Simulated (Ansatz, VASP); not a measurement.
**One calculation of FeCo4, two programs**

```xyz
10
Lattice="2.4958 0.0000 0.0000 -1.2479 2.1614 0.0000 0.0000 0.0000 19.7162" Properties=species:S:1:pos:R:3 pbc="T T T"
Fe    0.0000    1.4410    4.9291
Fe    1.2479    0.7205   14.7872
Co    0.0000    1.4410    0.9858
Co    0.0000    1.4410    8.8723
Co    0.0000    1.4410   12.8155
Co    0.0000    1.4410   16.7588
Co    1.2479    0.7205    2.9574
Co    1.2479    0.7205    6.9007
Co    1.2479    0.7205   10.8439
Co    1.2479    0.7205   18.7304
```

Alike in both runs: task single point; functional PBE; k mesh 6 × 6 × 1; occupations gaussian, width 0.1 eV; collinear spin.

```csv
,VASP,Ansatz
version,VASP 6.6.1,Ansatz 0.2.0
potentials or method,"VASP PAW PBE potentials, release 64 (Fe, Co), cutoff 520 eV","scalar-relativistic, plane waves, PAW"
valence electrons in the cell,88,168
```

```csv
,VASP,Ansatz,Ansatz less VASP
gap on the k mesh at the Fermi level (eV),none,none,-
pressure (GPa),8.5,9.1,+0.66
"traceless stress, the component that is largest in VASP (GPa)",7.45,7.80,+0.354
rms of the force components (eV/Å),0.155,0.155,+0.0006
net moment per atom (μB),1.78,1.78,0.000
size of the moment on the site where the two differ most (μB),1.64,1.71,+0.070
```

Site moments also hang on the region over which each program counts them. Atom by atom the forces differ by 0.003 eV/Å (rms over components). A gap of «none» marks a metal or a gap that the smearing closes. The functional is the same, so the differences come from potentials, cutoffs and numerics. VASP's potentials hold 88 valence electrons a cell and Ansatz's 168, so a difference there can come from the potentials and not from the codes.

The k mesh is coarse, so the values compare programs but aren't converged.
